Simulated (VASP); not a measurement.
# KCl (F-43m) in VASP: settings compared

KCl is run at these levels: r2SCAN, PBE-based screened hybrid with 20 % exact exchange, PBE-based screened hybrid with 100 % exact exchange, PBE-based screened hybrid with 10 % exact exchange; tasks: single point.

Everything below comes from runs of VASP 6.6.1. Logs are shortened: lines on timing, memory, paths and dates and some standing lists are left out, and cuts for length are marked.

### Step 1. The cell of the first run

Symmetry: F-43m, No. 216, cubic system. Conventional cell: a = 7.015 Å, b = 7.015 Å, c = 7.015 Å, α = 90.00°, β = 90.00°, γ = 90.00°. K (site symmetry -43m) has 4 Cl at 3.04 Å within 4.0 Å. Within 4.0 Å of Cl (site symmetry -43m) lie 4 K at 3.04 Å.

### Step 2. Single point, r2SCAN

The input, POSCAR:

```
KCl
1.0
    0.0000000000      3.5072828304      3.5072828304
    3.5072828304      0.0000000000      3.5072828304
    3.5072828304      3.5072828304      0.0000000000
K Cl
1 1
Direct
    0.0000000000      0.0000000000      0.0000000000
    0.2500000000      0.2500000000      0.2500000000
```

The input, INCAR.step1:

```
ALGO     = Normal         # electronic algorithm
EDIFF    = 1E-4           # SCF threshold, eV
ENCUT    = 520            # plane-wave cutoff, eV
GGA      = PE             # functional
ISMEAR   = -1             # smearing method
LASPH    = True           # aspherical terms in the spheres
LCHARG   = False          # write CHGCAR
LREAL    = False          # projectors in reciprocal space
LWAVE    = True           # write WAVECAR
NBANDS   = 15             # bands
NELM     = 80             # most SCF steps
PREC     = Accurate       # precision mode
SIGMA    = 0.001          # smearing width, eV
```

The input, INCAR.step2:

```
ALGO     = Normal         # electronic algorithm
EDIFF    = 1E-6           # SCF threshold, eV
ENCUT    = 520            # plane-wave cutoff, eV
ISIF     = 2              # what is computed and relaxed
ISMEAR   = -1             # smearing method
ISTART   = 1            
LASPH    = True           # aspherical terms in the spheres
LCHARG   = True           # write CHGCAR
LELF     = True           # ELF
LMIXTAU  = True         
LREAL    = False          # projectors in reciprocal space
LVHAR    = True         
LWAVE    = False          # write WAVECAR
METAGGA  = R2SCAN         # meta-GGA
NBANDS   = 15             # bands
NELM     = 80             # most SCF steps
PREC     = Accurate       # precision mode
SIGMA    = 0.001          # smearing width, eV
```

The input, KPOINTS:

```
k-points
0
Gamma
  4 4 4
```

Potentials or basis: VASP PAW PBE potentials, release 64 (K_sv, Cl).

Started as:

```console
$ cat potpaw_PBE.64/K_sv/POTCAR potpaw_PBE.64/Cl/POTCAR > POTCAR
$ cp INCAR.step1 INCAR
$ mpirun -np 1 vasp_std > vasp.out
$ cp INCAR.step2 INCAR
$ mpirun -np 1 vasp_std > vasp.out
```

OUTCAR:

```text
EDIFF = 1E-6
   ENCUT = 520
   ISIF = 2
   ISMEAR = -1
   ISTART = 1
   LASPH = True
   LREAL = False
   METAGGA = R2SCAN
   NELM = 80
   PREC = Accurate

 ion  position               nearest neighbor table
   1  0.000  0.000  0.000-   2 3.04   2 3.04   2 3.04   2 3.04
   2  0.250  0.250  0.250-   1 3.04   1 3.04   1 3.04   1 3.04

  LATTYP: Found a face centered cubic cell.
 ALAT       =     7.0145656608

  Lattice vectors:

 A1 = (   0.0000000000,   3.5072828304,   3.5072828304)
 A2 = (   3.5072828304,   0.0000000000,   3.5072828304)
 A3 = (   3.5072828304,   3.5072828304,   0.0000000000)

Analysis of symmetry for initial positions (statically):
=====================================================================
 Subroutine PRICEL returns:
 Original cell was already a primitive cell.

 Routine SETGRP: Setting up the symmetry group for a
 face centered cubic supercell.

 Subroutine GETGRP returns: Found 24 space group operations
 (whereof 24 operations were pure point group operations)
 out of a pool of 48 trial point group operations.

The static configuration has the point symmetry T_d .

Analysis of symmetry for dynamics (positions and initial velocities):
=====================================================================
 Subroutine PRICEL returns:
 Original cell was already a primitive cell.

 Routine SETGRP: Setting up the symmetry group for a
 face centered cubic supercell.

 Subroutine GETGRP returns: Found 24 space group operations
 (whereof 24 operations were pure point group operations)
 out of a pool of 48 trial point group operations.

The dynamic configuration has the point symmetry T_d .

 Subroutine INISYM returns: Found 24 space group operations
 (whereof 24 operations are pure point group operations),
 and found     1 'primitive' translations

----------------------------------------------------------------------------------------

                                     Primitive cell

  volume of cell :      86.2864

  direct lattice vectors                    reciprocal lattice vectors
     0.000000000  3.507282830  3.507282830    -0.142560502  0.142560502  0.142560502
     3.507282830  0.000000000  3.507282830     0.142560502 -0.142560502  0.142560502
     3.507282830  3.507282830  0.000000000     0.142560502  0.142560502 -0.142560502

  length of vectors
     4.960046946  4.960046946  4.960046946     0.246922032  0.246922032  0.246922032

[... 71 lines left out ...]
   POTIM  = 0.5000    time-step for ionic-motion
   TEBEG  =    0.0;   TEEND  =   0.0 temperature during run
   PSTRESS=    0.0 pullay stress
   NELECT =      16.0000    total number of electrons
   NUPDOWN=      -1.0000    fix difference up-down
   EMIN   =  10.00;   EMAX   =-10.00  energy-range for DOS
   EFERMI =   0.00;   METHOD = LEGACY
   ISMEAR =    -1;   SIGMA  =   0.00  broadening in eV -4-tet -1-fermi 0-gaus
   EFERMI_NEDOS =   21; number of points for ismear=-14 and -15
   IALGO  =     38    algorithm
   IMIX   =      4    mixing-type and parameters
     AMIX     =   0.40;   BMIX     =  1.00
     AMIX_MAG =   1.60;   BMIX_MAG =  1.00
  volume/ion in A,a.u.               =      43.14       291.14
  Fermi-wavevector in a.u.,A,eV,Ry     =   0.933542  1.764139 11.857496  0.871501
  Thomas-Fermi vector in A             =   2.060255
   LORBIT       =      0    0 simple, 1 ext, 2 COOP (PROOUT), +10 PAW based schemes
   METAGGA = R2SCAN    functional components
   LHFCALC =     F    Hartree Fock is set to
   AEXX    =    0.0000 exact exchange contribution
   IVDW    =     0    specifies the selected vdW correction
   LEPSILON=     F    determine dielectric tensor
   LRPA    =     F    only Hartree local field effects (RPA)
 non-spin polarized calculation
  energy-cutoff  :      520.00
  volume of cell :       86.29
 maximum number of plane-waves:      2346
 NGX is ok and might be reduce to    40
   NGX = 19   NGY = 19   NGZ = 19

 number of electron      16.0000000 magnetization

 Free energy of the ion-electron system (eV)
  ---------------------------------------------------
  ext. energy  EPLUGINS =         0.00000000
  ---------------------------------------------------
  free energy    TOTEN  =       -16.22190378 eV

  energy without entropy =      -16.22190378  energy(sigma->0) =      -16.22190378

 E-fermi :  -3.5210     XC(G=0):  -6.3707

 val. band max:       -3.5949629137   @ k =   0.5000   0.5000   0.0000
 cond. band min:       1.7575133842   @ k =   0.0000   0.0000   0.0000
 fundamental gap:      5.3524762980
 Fermi energy:        -3.5210444672

 k-point     1 :       0.0000    0.0000    0.0000
  band No.  band energies     occupation
      1     -31.9432      2.00000
      2     -15.8893      2.00000
      3     -14.6655      2.00000
      4     -14.6655      2.00000
      5     -14.6655      2.00000
      6      -3.6319      2.00000
      7      -3.6319      2.00000
      8      -3.6319      2.00000
      9       1.7575      0.00000
     10       6.5440      0.00000
     11       6.5440      0.00000
     12       7.5513      0.00000
     13       7.5513      0.00000
     14       7.5513      0.00000
[... 113 lines left out ...]
      2     -16.0959      2.00000
      3     -14.7013      2.00000
      4     -14.6913      2.00000
      5     -14.3993      2.00000
      6      -3.8142      2.00000
      7      -3.7687      2.00000
      8      -3.5997      2.00000
      9       3.7807      0.00000
     10       4.6849      0.00000
     11       6.9654      0.00000
     12       7.0817      0.00000
     13       7.3168      0.00000
     14       7.7432      0.00000
     15       8.4278      0.00000

------------------------ aborting loop because EDIFF is reached ----------------------------------------

  FORCE on cell =-STRESS in cart. coord.  units (eV):
  Direction    XX          YY          ZZ          XY          YZ          ZX
  --------------------------------------------------------------------------------------
  -------------------------------------------------------------------------------------
  Total       -0.0053960     -0.0053960     -0.0053960      0.0000000      0.0000000      0.0000000
  in kB       -0.1001945     -0.1001945     -0.1001945      0.0000000      0.0000000      0.0000000
  external PRESSURE =      -0.1001945 kB  Pullay stress =       0.0000000 kB

 VOLUME and BASIS-vectors are now :
 -----------------------------------------------------------------------------
  energy-cutoff  :      520.00
  volume of cell :       86.29
      direct lattice vectors                 reciprocal lattice vectors
     0.000000000  3.507282830  3.507282830    -0.142560502  0.142560502  0.142560502
     3.507282830  0.000000000  3.507282830     0.142560502 -0.142560502  0.142560502
     3.507282830  3.507282830  0.000000000     0.142560502  0.142560502 -0.142560502

 POSITION                                       TOTAL-FORCE (eV/Angst)
 -----------------------------------------------------------------------------------
      0.00000      0.00000      0.00000         0.000000      0.000000     -0.000000
      1.75364      1.75364      1.75364        -0.000000     -0.000000      0.000000
 -----------------------------------------------------------------------------------
    total drift:                               -0.000000     -0.000000     -0.000000

  FREE ENERGIE OF THE ION-ELECTRON SYSTEM (eV)
  ---------------------------------------------------
  free  energy   TOTEN  =       -16.2219037759 eV

  energy  without entropy=      -16.2219037759  energy(sigma->0) =      -16.22190378
```

It took 97 s on 1 thread of AMD EPYC 7R13, shared host; peak memory 0.22 GiB.

What came out:

* Free energy: -16.2219 eV
* Pressure: 0.0 GPa
* Band gap on the k mesh: 5.35 eV (least direct gap 5.39 eV)

Caveat: the structure was generated, so it needn't be the stable form of KCl; the PAW data sets were made with another functional, which shifts forces and pressure a little.

### Step 3. Single point, r2SCAN

POSCAR is that of step 2.

The input, INCAR.step1:

```
SYSTEM = KCl
PREC = Accurate
ENCUT = 520
ISMEAR = 1
SIGMA = 0.001
LREAL = .FALSE.
LASPH = .TRUE.
NELM = 80
NBANDS = 15
GGA = PE
ALGO = Normal
EDIFF = 1E-4
LWAVE = .TRUE.
LCHARG = .FALSE.
```

The input, INCAR.step2:

```
SYSTEM = KCl
PREC = Accurate
ENCUT = 520
EDIFF = 1E-7
ISMEAR = 1
SIGMA = 0.001
LREAL = .FALSE.
LASPH = .TRUE.
NELM = 80
ALGO = Normal
ISIF = 2
LWAVE = .FALSE.
LCHARG = .FALSE.
METAGGA = R2SCAN
LMIXTAU = .TRUE.
NBANDS = 15
ISTART = 1
```

The input, KPOINTS:

```
regular mesh
0
G
  4 4 4
  0 0 0
```

Potentials or basis: VASP PAW PBE potentials, release 64 (K_sv, Cl).

Started as:

```console
$ cat potpaw_PBE.64/K_sv/POTCAR potpaw_PBE.64/Cl/POTCAR > POTCAR
$ cp INCAR.step1 INCAR
$ mpirun -np 1 vasp_std > vasp.out
$ cp INCAR.step2 INCAR
$ mpirun -np 1 vasp_std > vasp.out
```

OUTCAR:

```text
SYSTEM = KCl
   PREC = Accurate
   ENCUT = 520
   EDIFF = 1E-7
   ISMEAR = 1
   LREAL = .FALSE.
   LASPH = .TRUE.
   NELM = 80
   ISIF = 2
   METAGGA = R2SCAN
   ISTART = 1

 ion  position               nearest neighbor table
   1  0.000  0.000  0.000-   2 3.04   2 3.04   2 3.04   2 3.04
   2  0.250  0.250  0.250-   1 3.04   1 3.04   1 3.04   1 3.04

  LATTYP: Found a face centered cubic cell.
 ALAT       =     7.0145656608

  Lattice vectors:

 A1 = (   0.0000000000,   3.5072828304,   3.5072828304)
 A2 = (   3.5072828304,   0.0000000000,   3.5072828304)
 A3 = (   3.5072828304,   3.5072828304,   0.0000000000)

Analysis of symmetry for initial positions (statically):
=====================================================================
 Subroutine PRICEL returns:
 Original cell was already a primitive cell.

 Routine SETGRP: Setting up the symmetry group for a
 face centered cubic supercell.

 Subroutine GETGRP returns: Found 24 space group operations
 (whereof 24 operations were pure point group operations)
 out of a pool of 48 trial point group operations.

The static configuration has the point symmetry T_d .

[... 156 lines left out ...]
      4     -14.6655      2.00000
      5     -14.6655      2.00000
      6      -3.6319      2.00000
      7      -3.6319      2.00000
      8      -3.6319      2.00000
      9       1.7575      0.00000
     10       6.5440      0.00000
     11       6.5440      0.00000
     12       7.5513      0.00000
     13       7.5513      0.00000
     14       7.5513      0.00000
[... 113 lines left out ...]
      2     -16.0959      2.00000
      3     -14.7013      2.00000
      4     -14.6913      2.00000
      5     -14.3994      2.00000
      6      -3.8142      2.00000
      7      -3.7687      2.00000
      8      -3.5997      2.00000
      9       3.7807      0.00000
     10       4.6849      0.00000
     11       6.9653      0.00000
     12       7.0817      0.00000
     13       7.3167      0.00000
     14       7.7432      0.00000
     15       8.4278      0.00000

------------------------ aborting loop because EDIFF is reached ----------------------------------------

  FORCE on cell =-STRESS in cart. coord.  units (eV):
  Direction    XX          YY          ZZ          XY          YZ          ZX
  --------------------------------------------------------------------------------------
  -------------------------------------------------------------------------------------
  Total       -0.0052462     -0.0052462     -0.0052462     -0.0000000     -0.0000000      0.0000000
  in kB       -0.0974120     -0.0974120     -0.0974120     -0.0000000     -0.0000000      0.0000000
  external PRESSURE =      -0.0974120 kB  Pullay stress =       0.0000000 kB

 VOLUME and BASIS-vectors are now :
 -----------------------------------------------------------------------------
  energy-cutoff  :      520.00
  volume of cell :       86.29
      direct lattice vectors                 reciprocal lattice vectors
     0.000000000  3.507282830  3.507282830    -0.142560502  0.142560502  0.142560502
     3.507282830  0.000000000  3.507282830     0.142560502 -0.142560502  0.142560502
     3.507282830  3.507282830  0.000000000     0.142560502  0.142560502 -0.142560502

 POSITION                                       TOTAL-FORCE (eV/Angst)
 -----------------------------------------------------------------------------------
      0.00000      0.00000      0.00000         0.000000      0.000000      0.000000
      1.75364      1.75364      1.75364        -0.000000     -0.000000     -0.000000
 -----------------------------------------------------------------------------------
    total drift:                               -0.000000     -0.000000     -0.000000

  FREE ENERGIE OF THE ION-ELECTRON SYSTEM (eV)
  ---------------------------------------------------
  free  energy   TOTEN  =       -16.2219037083 eV

  energy  without entropy=      -16.2219037083  energy(sigma->0) =      -16.22190371
```

OUTCAR.step1:

```text
SYSTEM = KCl
   PREC = Accurate
   ENCUT = 520
   ISMEAR = 1
   LREAL = .FALSE.
   LASPH = .TRUE.
[... 347 lines left out ...]
      0.00000      0.00000      0.00000        -0.000000     -0.000000     -0.000000
      1.75364      1.75364      1.75364         0.000000      0.000000      0.000000
 -----------------------------------------------------------------------------------
    total drift:                                0.000000      0.000000      0.000000

  FREE ENERGIE OF THE ION-ELECTRON SYSTEM (eV)
  ---------------------------------------------------
  free  energy   TOTEN  =        -6.6185668325 eV

  energy  without entropy=       -6.6185668325  energy(sigma->0) =       -6.61856683
```

OSZICAR.step1:

```text
N       E                     dE             d eps       ncg     rms          rms(c)
DAV:   1     0.985065765459E+02    0.98507E+02   -0.67432E+03   240   0.916E+02
DAV:   2     0.132350873746E+01   -0.97183E+02   -0.89842E+02   311   0.217E+02
DAV:   3    -0.674218385184E+01   -0.80657E+01   -0.80306E+01   331   0.542E+01
DAV:   4    -0.709943605341E+01   -0.35725E+00   -0.35714E+00   391   0.102E+01
DAV:   5    -0.710223105369E+01   -0.27950E-02   -0.27949E-02   331   0.101E+00    0.348E+00
DAV:   6    -0.663222646065E+01    0.47000E+00   -0.70216E-01   310   0.376E+00    0.271E+00
DAV:   7    -0.659050780949E+01    0.41719E-01   -0.18840E-01   338   0.213E+00    0.164E+00
DAV:   8    -0.661366963005E+01   -0.23162E-01   -0.29103E-02   303   0.116E+00    0.308E-01
DAV:   9    -0.661588634005E+01   -0.22167E-02   -0.23423E-03   317   0.260E-01    0.164E-01
DAV:  10    -0.661852879956E+01   -0.26425E-02   -0.18382E-03   240   0.262E-01    0.322E-02
DAV:  11    -0.661856683251E+01   -0.38033E-04   -0.58796E-05   255   0.529E-02
   1 F= -.66185668E+01 E0= -.66185668E+01  d E =0.000000E+00
```

It took 2.2 min on 1 thread of AMD EPYC 7R13, shared host; peak memory 0.22 GiB.

What came out:

```yaml
Free_energy: -16.2219 eV
Pressure: 0.0 GPa
Band_gap_on_the_k_mesh: 5.35 eV (least direct gap 5.39 eV)
```

Caveat: the structure was generated, so it needn't be the stable form of KCl; the PAW data sets were made with another functional, which shifts forces and pressure a little.

(Continued in part 2 of 2.)
